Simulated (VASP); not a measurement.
Al5H: relaxation of cell and atoms with PBE

Al5H:

```
Al H
1.0
     0.00000    3.72458    3.72458
     3.72458    0.00000    3.72458
     3.72458    3.72458    0.00000
Al H
5 1
Cartesian
  5.5869 5.5869 5.5869
  4.6604 4.6604 2.7887
  4.6604 2.7887 4.6604
  2.7887 2.7887 2.7887
  2.7887 4.6604 4.6604
  0.0000 0.0000 0.0000
```

The cell was built from a structure type or drawn by symmetry, and may not be a known phase.

```json
{"Program": "VASP 6.6.1", "Task": "relaxation of cell and atoms", "Functional": "PBE", "Potentials or basis": "VASP PAW PBE potentials, release 64 (Al, H)", "Cutoff": "600 eV", "k mesh": "10 × 10 × 10", "Occupations": "gaussian, width 0.1 eV", "Spin": "no spin polarisation", "Dipole correction": "no", "Further INCAR settings": "ALGO = Normal; EDIFF = 1e-07; IBRION = 2; EDIFFG = -0.01; NSW = 100; ISIF = 3"}
```

```json
{
  "Relaxed volume": "17.28 Å³/atom",
  "Relaxed cell": "a = 5.273 Å, b = 5.273 Å, c = 5.273 Å, α = 60.00°, β = 60.00°, γ = 60.00°",
  "Space group after relaxing (to 0.1 Å)": "F-43m (No. 216)",
  "Energy gained by relaxing": "0.1 meV/atom",
  "Ionic steps": "3",
  "Pressure after relaxing": "0.0 GPa",
  "Largest force after relaxing": "0.007 eV/Å",
  "Band gap on the k mesh": "zero (bands 8 and 9 overlap by 3.57 eV)"
}
```

Forces in eV/Å, atoms in the order of the input:
```
Al   0.000  0.000  0.000
Al   0.004  0.004 -0.004
Al   0.004 -0.004  0.004
Al  -0.004 -0.004 -0.004
Al  -0.004  0.004  0.004
H    0.000  0.000  0.000
```

The path:
```tsv
step	energy change (eV)	largest force (eV/Å)	pressure (GPa)	volume (Å³)
1	0.0000	0.0625	0.24	103.34
2	-0.0006	0.0138	0.02	103.73
3	-0.0006	0.0072	0.04	103.69
```

Final structure:
```yaml
crystal:
  lattice:
    - [0.00000, 3.72886, 3.72886]
    - [3.72886, 0.00000, 3.72886]
    - [3.72886, 3.72886, 0.00000]
  atoms:
    - { symbol: Al, position: [0.75000, 0.75000, 0.75000] }
    - { symbol: Al, position: [0.37458, 0.37458, 0.87626] }
    - { symbol: Al, position: [0.37458, 0.87626, 0.37458] }
    - { symbol: Al, position: [0.37458, 0.37458, 0.37458] }
    - { symbol: Al, position: [0.87626, 0.37458, 0.37458] }
    - { symbol: H, position: [0.00000, 0.00000, 0.00000] }
```

Levels at points of the mesh, in eV from the Fermi level:
```
           k point  band 4  band 5  band 6  band 7  band 8  band 9  band 10  band 11  band 12
(0.00, 0.00, 0.00)   -2.47   -2.47   -2.47   -1.84   -1.84   -1.84    -0.54     0.36     0.36
(0.50, 0.00, 0.00)   -3.18   -3.18   -2.20   -2.07   -2.07    0.91     1.69     2.04     2.04
(0.50, 0.50, 0.00)   -4.54   -4.54   -4.09    0.86    1.73    2.09     2.09     2.38     3.20
```

It took 2.7 min on 1 thread of Intel Xeon 8259CL, with other jobs on the host, peak memory 0.29 GiB.
